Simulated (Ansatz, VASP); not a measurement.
**WSe2 in VASP and in Ansatz**

```
W Se
1.0
     3.29000   -0.01645   -0.01645
    -1.65925    2.85745   -0.00602
    -0.06485   -0.06485   12.97000
W Se
2 4
Direct
  0.33333 0.66667 0.25000
  0.66667 0.33333 0.75000
  0.33333 0.66667 0.62100
  0.66667 0.33333 0.12100
  0.33333 0.66667 0.87900
  0.66667 0.33333 0.37900
```

Change from the starting cell: equal xy, yz and zx shear strains of -1 %.

Alike in both runs: task single point; functional PBE; k mesh 11 × 11 × 3; occupations fermi-dirac, width 0.08 eV; no spin polarisation.

|  | VASP | Ansatz |
| --- | --- | --- |
| version | VASP 6.6.1 | Ansatz 0.2.0 |
| potentials or method | VASP PAW PBE potentials, release 64 (W_sv, Se), cutoff 520 eV | all-electron LAPW, scalar-relativistic |

```tsv
	VASP	Ansatz	Ansatz less VASP
pressure (GPa)	4.1	3.8	-0.28
traceless stress, the component that is largest in VASP (GPa)	1.37	1.36	-0.007
rms of the force components (eV/Å)	0.147	0.132	-0.0148
```

Atom by atom the forces differ by 0.021 eV/Å (rms over components). Ansatz ran all-electron here, and VASP with PAW potentials.

Spin-orbit coupling is off throughout.
